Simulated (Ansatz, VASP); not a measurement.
# Al3As in VASP and in Ansatz

```
CELL_PARAMETERS angstrom
5.71977 0.00000 0.00000
-2.85989 4.95347 0.00000
0.00000 0.00000 4.56618
ATOMIC_POSITIONS crystal
Al 0.16747 0.33494 0.75000
Al 0.66506 0.83253 0.75000
Al 0.16747 0.83253 0.75000
Al 0.83253 0.66506 0.25000
Al 0.33494 0.16747 0.25000
Al 0.83253 0.16747 0.25000
As 0.66667 0.33333 0.75000
As 0.33333 0.66667 0.25000
```

Change from the starting cell: species swapped into the Co3Si type (P6_3/mmc, No. 194).

Alike in both runs: task relaxation of cell and atoms; functional PBE; k mesh 6 × 6 × 4; occupations gaussian, width 0.1 eV; no spin polarisation.

|  | VASP | Ansatz |
| --- | --- | --- |
| version | VASP 6.6.1 | Ansatz 0.2.0 |
| potentials or method | VASP PAW PBE potentials, release 64 (Al, As), cutoff 600 eV | scalar-relativistic, plane waves, PAW |
| valence electrons in the cell | 28 | 48 |

VASP gave:

- gap on the k mesh at the Fermi level, each at its own relaxed structure (eV): none
- relaxed volume (Å³/atom): 17.55
- relaxed cell length with the largest relative difference (Å): 4.937

Which values does Ansatz return?

gap on the k mesh at the Fermi level, each at its own relaxed structure (eV): none; relaxed volume (Å³/atom): 17.57; relaxed cell length with the largest relative difference (Å): 4.943.

A gap of «none» marks a metal or a gap that the smearing closes. VASP's potentials hold 28 valence electrons a cell and Ansatz's 48, so a difference there can come from the potentials and not from the codes.
